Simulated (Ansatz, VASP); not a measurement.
# O: VASP beside Ansatz

```
O
1.0
    10.00000    0.00000    0.00000
     0.00000   10.50000    0.00000
     0.00000    0.00000   11.00000
O
2
Direct
  0.50000 0.50000 0.44500
  0.50000 0.50000 0.55500
```

Alike in both runs: task relaxation of the atoms; functional PBEsol; k mesh 1 × 1 × 1; occupations gaussian, width 0.01 eV; collinear spin.

|  | VASP | Ansatz |
| --- | --- | --- |
| version | VASP 6.6.1 | Ansatz 0.2.0 |
| potentials or method | VASP PAW PBE potentials, release 64 (O), cutoff 520 eV | scalar-relativistic, plane waves, PAW |
| valence electrons in the cell | 12 | 12 |

```csv
,VASP,Ansatz,Ansatz less VASP
"gap on the k mesh at the Fermi level, each at its own relaxed structure (eV)",2.26,2.24,-0.017
net moment per atom (μB),1.00,1.00,0.000
size of the moment on the site where the two differ most (μB),0.81,0.56,-0.252
```

VASP's potentials were made for PBE, not for PBEsol, and Ansatz warns of the same on its side. Site moments also hang on the region over which each program counts them. Ansatz's warnings: stress scf threshold loose, xc potential rough in thin density.

Noted on VASP's run: the standard files for N, O and F lose accuracy on very short bonds.
